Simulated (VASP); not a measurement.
# As (Fm-3m) in VASP: further runs

The runs below take As through relaxation of cell and atoms, single point, with PBE.

Program: VASP 6.6.1. These are calculated values, not measurements. Logs are shortened: lines on timing, memory, paths and dates and some standing lists are left out, and cuts for length are marked.

**1. The cell of the first run**

Symmetry: Fm-3m, No. 225, cubic system. Conventional cell: a = 3.945 Å, b = 3.945 Å, c = 3.945 Å, α = 90.00°, β = 90.00°, γ = 90.00°. Within 3.7 Å of As (site symmetry m-3m) lie 12 As at 2.79 Å.

**2. Relaxation of cell and atoms, PBE, target pressure 30 GPa, at which the enthalpy is minimised**

Input file INCAR:

```
PREC = Accurate
ENCUT = 600
EDIFF = 1E-6
ISMEAR = -1
SIGMA = 0.1
LREAL = False
LASPH = True
NELM = 60
ALGO = Normal
ISIF = 3
LWAVE = False
LCHARG = False
GGA = PE
IBRION = 2
NSW = 32
EDIFFG = -0.005
PSTRESS = 300.0
```

Input file KPOINTS:

```
regular mesh
0
Gamma
  17 17 17
```

Input file POSCAR:

```
As
1.0
    0.0000000000      1.9724680873      1.9724680873
    1.9724680873      0.0000000000      1.9724680873
    1.9724680873      1.9724680873      0.0000000000
As
1
Direct
    0.0000000000      0.0000000000      0.0000000000
```

Potentials or basis: VASP PAW PBE potentials, release 64 (As).

Launch:

```
> cat potpaw_PBE.64/As/POTCAR > POTCAR
> mpirun -np 1 vasp_std > vasp.out
```

OUTCAR:

```text
PREC = Accurate
   ENCUT = 600
   EDIFF = 1E-6
   ISMEAR = -1
   LREAL = False
   LASPH = True
   NELM = 60
   ISIF = 3
   GGA = PE
   IBRION = 2
   NSW = 32
   EDIFFG = -0.005
   PSTRESS = 300.0

 ion  position               nearest neighbor table
   1  0.000  0.000  0.000-

  LATTYP: Found a face centered cubic cell.
 ALAT       =     3.9449361746

  Lattice vectors:

 A1 = (   0.0000000000,   1.9724680873,   1.9724680873)
 A2 = (   1.9724680873,   0.0000000000,   1.9724680873)
 A3 = (   1.9724680873,   1.9724680873,   0.0000000000)

Analysis of symmetry for initial positions (statically):
=====================================================================
 Subroutine PRICEL returns:
 Original cell was already a primitive cell.

 Routine SETGRP: Setting up the symmetry group for a
 face centered cubic supercell.

 Subroutine GETGRP returns: Found 48 space group operations
 (whereof 48 operations were pure point group operations)
 out of a pool of 48 trial point group operations.

The static configuration has the point symmetry O_h .

Analysis of symmetry for dynamics (positions and initial velocities):
=====================================================================
 Subroutine PRICEL returns:
 Original cell was already a primitive cell.

 Routine SETGRP: Setting up the symmetry group for a
 face centered cubic supercell.

 Subroutine GETGRP returns: Found 48 space group operations
 (whereof 48 operations were pure point group operations)
 out of a pool of 48 trial point group operations.

The dynamic configuration has the point symmetry O_h .

 Subroutine INISYM returns: Found 48 space group operations
 (whereof 48 operations are pure point group operations),
 and found     1 'primitive' translations

----------------------------------------------------------------------------------------

                                     Primitive cell

  volume of cell :      15.3483

  direct lattice vectors                    reciprocal lattice vectors
     0.000000000  1.972468087  1.972468087    -0.253489526  0.253489526  0.253489526
     1.972468087  0.000000000  1.972468087     0.253489526 -0.253489526  0.253489526
     1.972468087  1.972468087  0.000000000     0.253489526  0.253489526 -0.253489526

  length of vectors
     2.789491120  2.789491120  2.789491120     0.439056738  0.439056738  0.439056738

  position of ions in fractional coordinates (direct lattice)
     0.000000000  0.000000000  0.000000000

  ion indices of the primitive-cell ions
   primitive index   ion index
                 1           1

----------------------------------------------------------------------------------------

 KPOINTS: regular mesh

Automatic generation of k-mesh.
 Grid dimensions read from file:
 generate k-points for:   17   17   17

 Generating k-lattice:

  Cartesian coordinates                     Fractional coordinates (reciprocal lattice)
    -0.014911149  0.014911149  0.014911149     0.058823529  0.000000000  0.000000000
     0.014911149 -0.014911149  0.014911149     0.000000000  0.058823529  0.000000000
     0.014911149  0.014911149 -0.014911149     0.000000000  0.000000000  0.058823529

  Length of vectors
     0.025826867  0.025826867  0.025826867

  Shift w.r.t. Gamma in fractional coordinates (k-lattice)
     0.000000000  0.000000000  0.000000000

 Subroutine IBZKPT returns following result:
 ===========================================

 Found    165 irreducible k-points:

 Following reciprocal coordinates:
            Coordinates               Weight
  0.000000  0.000000  0.000000      1.000000
  0.058824  0.000000  0.000000      8.000000
  0.117647  0.000000  0.000000      8.000000
  0.176471  0.000000  0.000000      8.000000
  0.235294  0.000000  0.000000      8.000000
  0.294118  0.000000  0.000000      8.000000
[... 16 lines left out ...]
 -0.176471  0.058824  0.000000     24.000000
 -0.117647  0.058824  0.000000     24.000000
 [... further k-points ...]
   k-points           NKPTS =    165   k-points in BZ     NKDIM =    165   number of bands    NBANDS=      6
   number of dos      NEDOS =    301   number of ions     NIONS =      1
   total plane-waves  NPLWV =  13824
   dimension x,y,z NGX =    24 NGY =   24 NGZ =   24
   dimension x,y,z NGXF=    48 NGYF=   48 NGZF=   48
   ions per type =               1
   NGX,Y,Z   is equivalent  to a cutoff of  14.30, 14.30, 14.30 a.u.
   NGXF,Y,Z  is equivalent  to a cutoff of  28.61, 28.61, 28.61 a.u.
 SYSTEM =  unknown system
   PREC   = accura    normal or accurate (medium, high low for compatibility)
   ISTART =      0    job   : 0-new  1-cont  2-samecut
   ICHARG =      2    charge: 1-file 2-atom 10-const
   ISPIN  =      1    spin polarized calculation?
   LNONCOLLINEAR =      F non collinear calculations
   LSORBIT =      F    spin-orbit coupling
   LASPH  =      T    aspherical Exc in radial PAW
   ENCUT  =  600.0 eV  44.10 Ry    6.64 a.u.   5.57  5.57  5.57*2*pi/ulx,y,z
   NELM   =     60;   NELMIN=  2; NELMDL= -5     # of ELM steps
   EDIFF  = 0.1E-05   stopping-criterion for ELM
   LREAL  =      F    real-space projection
   EDIFFG = -.5E-02   stopping-criterion for IOM
   NSW    =     32    number of steps for IOM
   IBRION =      2    ionic relax: 0-MD 1-quasi-New 2-CG
   NFREE  =      1    steps in history (QN), initial steepest desc. (CG)
   ISIF   =      3    stress and relaxation
   ISYM   =      2    0-nonsym 1-usesym 2-fastsym
   POTIM  = 0.5000    time-step for ionic-motion
   TEBEG  =    0.0;   TEEND  =   0.0 temperature during run
   PSTRESS=  300.0 pullay stress
   NELECT =       5.0000    total number of electrons
   NUPDOWN=      -1.0000    fix difference up-down
   EMIN   =  10.00;   EMAX   =-10.00  energy-range for DOS
   EFERMI =   0.00;   METHOD = LEGACY
   ISMEAR =    -1;   SIGMA  =   0.10  broadening in eV -4-tet -1-fermi 0-gaus
   EFERMI_NEDOS =   21; number of points for ismear=-14 and -15
   IALGO  =     38    algorithm
   IMIX   =      4    mixing-type and parameters
     AMIX     =   0.40;   BMIX     =  1.00
     AMIX_MAG =   1.60;   BMIX_MAG =  1.00
  volume/ion in A,a.u.               =      15.35       103.58
  Fermi-wavevector in a.u.,A,eV,Ry     =   1.126449  2.128680 17.264259  1.268887
  Thomas-Fermi vector in A             =   2.263131
   LORBIT       =      0    0 simple, 1 ext, 2 COOP (PROOUT), +10 PAW based schemes
   GGA     = PE    functional components
   LHFCALC =     F    Hartree Fock is set to
   AEXX    =    0.0000 exact exchange contribution
   IVDW    =     0    specifies the selected vdW correction
   LEPSILON=     F    determine dielectric tensor
   LRPA    =     F    only Hartree local field effects (RPA)
 conjugate gradient relaxation of ions
 non-spin polarized calculation
  energy-cutoff  :      600.00
  volume of cell :       15.35
 maximum number of plane-waves:       532
   NGX = 11   NGY = 11   NGZ = 11

--------------------------------------- Ionic step        1  -------------------------------------------

 number of electron       5.0000000 magnetization

 Free energy of the ion-electron system (eV)
  ---------------------------------------------------
  ext. energy  EPLUGINS =         0.00000000
  ---------------------------------------------------
  free energy    TOTEN  =        -3.82551310 eV

  energy without entropy =       -3.80429027  energy(sigma->0) =       -3.81490169

------------------------ aborting loop because EDIFF is reached ----------------------------------------

  FORCE on cell =-STRESS in cart. coord.  units (eV):
  Direction    XX          YY          ZZ          XY          YZ          ZX
  --------------------------------------------------------------------------------------
  -------------------------------------------------------------------------------------
  Total        2.9186657      2.9186657      2.9186657      0.0000000     -0.0000000      0.0000000
  in kB      304.6737167    304.6737167    304.6737167      0.0000000     -0.0000000      0.0000000
  external PRESSURE =       4.6737167 kB  Pullay stress =     300.0000000 kB

 VOLUME and BASIS-vectors are now :
 -----------------------------------------------------------------------------
  energy-cutoff  :      600.00
  volume of cell :       15.35
      direct lattice vectors                 reciprocal lattice vectors
     0.000000000  1.972468087  1.972468087    -0.253489526  0.253489526  0.253489526
     1.972468087  0.000000000  1.972468087     0.253489526 -0.253489526  0.253489526
     1.972468087  1.972468087  0.000000000     0.253489526  0.253489526 -0.253489526
[... 44 lines left out ...]
  FREE ENERGIE OF THE ION-ELECTRON SYSTEM (eV)
  ---------------------------------------------------
  free  energy   TOTEN  =        -3.8440741252 eV

  energy  without entropy=       -3.8227969658  energy(sigma->0) =       -3.83343555

  enthalpy is  TOTEN    =        -0.9515183110 eV   P V=        2.8925558142

--------------------------------------- Ionic step        3  -------------------------------------------

 number of electron       5.0000000 magnetization

 Free energy of the ion-electron system (eV)
  ---------------------------------------------------
  ext. energy  EPLUGINS =         0.00000000
  ---------------------------------------------------
  free energy    TOTEN  =        -3.83236316 eV

  energy without entropy =       -3.81111871  energy(sigma->0) =       -3.82174093

 E-fermi :   9.2653     XC(G=0): -11.7430

 val. band max:        9.2608576226   @ k =  -0.4706   0.4706   0.0588
 cond. band min:       9.2956023055   @ k =  -0.2941   0.1765   0.0000
 fundamental gap:      0.0347446830
 Fermi energy:         9.2652794111

 k-point     1 :       0.0000    0.0000    0.0000
  band No.  band energies     occupation
      1      -8.0889      2.00000
      2      16.8683      0.00000
      3      16.8683      0.00000
      4      16.8683      0.00000
      5      22.4594      0.00000
      6      22.4594      0.00000

 k-point     2 :       0.0588    0.0000    0.0000
  band No.  band energies     occupation
      1      -7.9907      2.00000
      2      15.9002      0.00000
      3      16.7148      0.00000
      4      16.7148      0.00000
      5      22.0518      0.00000
      6      22.7206      0.00000
[... 181 lines left out ...]
 k-point    23 :      -0.1765    0.0588    0.0000
  band No.  band energies     occupation
      1      -6.9141      2.00000
      2      10.5496      0.00001
      3      14.2887      0.00000
      4      16.3835      0.00000
      5      21.5063      0.00000
      6      23.2821      0.00000

 k-point    24 :      -0.1176    0.0588    0.0000
  band No.  band energies     occupation
      1      -7.4678      2.00000
      2      12.9856      0.00000
      3      14.8228      0.00000
      4      16.7517      0.00000
      5      21.6553      0.00000
      6      23.0975      0.00000

 [... further k-points ...]

------------------------ aborting loop because EDIFF is reached ----------------------------------------

  FORCE on cell =-STRESS in cart. coord.  units (eV):
  Direction    XX          YY          ZZ          XY          YZ          ZX
  --------------------------------------------------------------------------------------
  -------------------------------------------------------------------------------------
  Total        2.8818315      2.8818315      2.8818315      0.0000000      0.0000000     -0.0000000
  in kB      300.1188395    300.1188395    300.1188395      0.0000000      0.0000000     -0.0000000
  external PRESSURE =       0.1188395 kB  Pullay stress =     300.0000000 kB

 VOLUME and BASIS-vectors are now :
 -----------------------------------------------------------------------------
  energy-cutoff  :      600.00
  volume of cell :       15.38
      direct lattice vectors                 reciprocal lattice vectors
    -0.000000000  1.974021930  1.974021930    -0.253289993  0.253289993  0.253289993
     1.974021930 -0.000000000  1.974021930     0.253289993 -0.253289993  0.253289993
     1.974021930  1.974021930  0.000000000     0.253289993  0.253289993 -0.253289993

 POSITION                                       TOTAL-FORCE (eV/Angst)
 -----------------------------------------------------------------------------------
      0.00000      0.00000      0.00000         0.000000      0.000000     -0.000000
 -----------------------------------------------------------------------------------
    total drift:                               -0.000000     -0.000000     -0.000000

  FREE ENERGIE OF THE ION-ELECTRON SYSTEM (eV)
  ---------------------------------------------------
  free  energy   TOTEN  =        -3.8323631614 eV

  energy  without entropy=       -3.8111187068  energy(sigma->0) =       -3.82174093

  enthalpy is  TOTEN    =        -0.9516727473 eV   P V=        2.8806904141

 reached required accuracy - stopping structural energy minimisation
```

It took 11 s on 1 thread of Intel Xeon Platinum 8488C (Sapphire Rapids), shared host; peak memory 0.15 GiB.

What came out:

* Free energy: -3.8324 eV
* Relaxed volume: 15.38 Å³/atom
* Relaxed cell: a = 2.792 Å, b = 2.792 Å, c = 2.792 Å, α = 60.00°, β = 60.00°, γ = 60.00°
* Space group after relaxing (to 0.05 Å): Fm-3m (No. 225)
* Energy change on relaxing (the enthalpy is what falls): -6.9 meV/atom
* Ionic steps: 3
* Pressure after relaxing: 30.0 GPa

The path:
| step | energy change (eV) | largest force (eV/Å) | pressure (GPa) | volume (Å³) |
| --- | --- | --- | --- | --- |
| 1 | 0.0000 | 0.0000 | 30.47 | 15.35 |
| 2 | -0.0186 | 0.0000 | 29.23 | 15.45 |
| 3 | -0.0069 | 0.0000 | 30.01 | 15.38 |

Final structure:
```
As
1.0
     0.00000    1.97402    1.97402
     1.97402    0.00000    1.97402
     1.97402    1.97402    0.00000
As
1
Direct
  0.00000 0.00000 0.00000
```

Levels at points of the mesh, in eV from the Fermi level:
```
           k point  band 1  band 2  band 3  band 4  band 5  band 6
(0.00, 0.00, 0.00)  -17.35    7.60    7.60    7.60   13.19   13.19
```

Caveat: the cell is relaxed towards a set pressure, so the enthalpy falls and the energy may rise.

**3. Single point, PBE**

Input file INCAR:

```
PREC = Accurate
ENCUT = 520
EDIFF = 1E-6
ISMEAR = -1
SIGMA = 0.1
LREAL = F
LASPH = T
NELM = 60
ALGO = Normal
ISIF = 2
LWAVE = F
LCHARG = F
GGA = PE
NBANDS = 8
```

KPOINTS is that of step 2.

POSCAR is that of step 2.

Potentials or basis: VASP PAW PBE potentials, release 64 (As).

Launch:

```
> cat potpaw_PBE.64/As/POTCAR > POTCAR
> mpirun -np 1 vasp_std > vasp.out
```

OUTCAR:

```text
PREC = Accurate
   ENCUT = 520
   EDIFF = 1E-6
   ISMEAR = -1
   LREAL = F
   LASPH = T
   NELM = 60
   ISIF = 2
   GGA = PE

 ion  position               nearest neighbor table
   1  0.000  0.000  0.000-

  LATTYP: Found a face centered cubic cell.
 ALAT       =     3.9449361746

  Lattice vectors:

 A1 = (   0.0000000000,   1.9724680873,   1.9724680873)
 A2 = (   1.9724680873,   0.0000000000,   1.9724680873)
 A3 = (   1.9724680873,   1.9724680873,   0.0000000000)

[... 433 lines left out ...]
  band No.  band energies     occupation
      1      -7.4608      2.00000
      2      13.0293      0.00000
      3      14.8694      0.00000
      4      16.8074      0.00000
      5      21.7019      0.00000
      6      23.1430      0.00000
      7      24.1810      0.00000
      8      26.0831      0.00000

 [... further k-points ...]
[... 5 lines left out ...]
  --------------------------------------------------------------------------------------
  -------------------------------------------------------------------------------------
  Total        2.9188514      2.9188514      2.9188514      0.0000000      0.0000000     -0.0000000
  in kB      304.6930933    304.6930933    304.6930933      0.0000000      0.0000000     -0.0000000
  external PRESSURE =     304.6930933 kB  Pullay stress =       0.0000000 kB

 VOLUME and BASIS-vectors are now :
 -----------------------------------------------------------------------------
  energy-cutoff  :      520.00
  volume of cell :       15.35
      direct lattice vectors                 reciprocal lattice vectors
     0.000000000  1.972468087  1.972468087    -0.253489526  0.253489526  0.253489526
     1.972468087  0.000000000  1.972468087     0.253489526 -0.253489526  0.253489526
     1.972468087  1.972468087  0.000000000     0.253489526  0.253489526 -0.253489526

 POSITION                                       TOTAL-FORCE (eV/Angst)
 -----------------------------------------------------------------------------------
      0.00000      0.00000      0.00000         0.000000      0.000000      0.000000
 -----------------------------------------------------------------------------------
    total drift:                               -0.000000      0.000000     -0.000000

  FREE ENERGIE OF THE ION-ELECTRON SYSTEM (eV)
  ---------------------------------------------------
  free  energy   TOTEN  =        -3.8254608181 eV

  energy  without entropy=       -3.8042380608  energy(sigma->0) =       -3.81484944
```

OSZICAR:

```text
N       E                     dE             d eps       ncg     rms          rms(c)
DAV:   1     0.274892362737E+01    0.27489E+01   -0.22944E+03  2664   0.484E+02
DAV:   2    -0.378812362294E+01   -0.65370E+01   -0.62292E+01  3648   0.501E+01
DAV:   3    -0.383351356448E+01   -0.45390E-01   -0.45333E-01  3128   0.465E+00
DAV:   4    -0.383353294429E+01   -0.19380E-04   -0.19381E-04  4040   0.107E-01
DAV:   5    -0.383353294730E+01   -0.30100E-08   -0.23056E-08  3160   0.715E-04    0.291E+00
DAV:   6    -0.382836519516E+01    0.51678E-02   -0.69452E-04  3352   0.150E-01    0.173E+00
DAV:   7    -0.382545795805E+01    0.29072E-02   -0.15864E-03  2928   0.226E-01    0.323E-02
DAV:   8    -0.382546115833E+01   -0.32003E-05   -0.16738E-05  3696   0.371E-02    0.879E-03
DAV:   9    -0.382546081815E+01    0.34018E-06   -0.38469E-07  3048   0.504E-03
   1 F= -.38254608E+01 E0= -.38148494E+01  d E =-.212228E-01
```

stdout:

```text
POSCAR found type information on POSCAR As
 POSCAR found :  1 types and       1 ions
 scaLAPACK will be used
 LDA part: xc-table for (Slater+PW92), standard interpolation
 POSCAR, INCAR and KPOINTS ok, starting setup
 FFT: planning ... GRIDC
 FFT: planning ... GRID_SOFT
 FFT: planning ... GRID
 WAVECAR not read
 entering main loop
```

Run time: 12 s. Hardware: 1 thread of Intel Xeon 8259CL, shared host; peak memory 0.15 GiB.

What came out:

```
Free energy : -3.8255 eV
Pressure    : 30.5 GPa
```
